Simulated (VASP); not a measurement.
A run of VASP 6.6.1:

File INCAR:

```
SYSTEM = RbBr
PREC = Accurate
ENCUT = 520
EDIFF = 1E-6
ISMEAR = -1
SIGMA = 0.069
LREAL = .False.
LASPH = .True.
NELM = 80
ALGO = Normal
ISIF = 2
LWAVE = .False.
LCHARG = .False.
GGA = PE
NBANDS = 15
```

File KPOINTS:

```
regular mesh
0
Gamma
  4 4 4
  0 0 0
```

POSCAR

```
RbBr
1.0
    0.0000000000      3.8694968646      3.8694968646
    3.8694968646      0.0000000000      3.8694968646
    3.8694968646      3.8694968646      0.0000000000
Rb Br
1 1
Direct
    0.0036911776      0.0211381487     -0.0286546298
    0.2484155004      0.2412453176      0.2548522546
```

Potentials or basis: VASP PAW PBE potentials, release 64 (Rb_sv, Br).

Launch:

```console
$ cat potpaw_PBE.64/Rb_sv/POTCAR potpaw_PBE.64/Br/POTCAR > POTCAR
$ mpirun -np 1 vasp_std > vasp.out
```

Hardware: 1 thread of Intel(R) Xeon(R) 6975P-C (Granite Rapids), on a shared host.

Q: How long does it take, and how much memory?

A: It took 27 s on 1 thread of Intel(R) Xeon(R) 6975P-C (Granite Rapids), on a shared host, peak memory 0.28 GiB. Counts: scf iterations 13, k points 36.
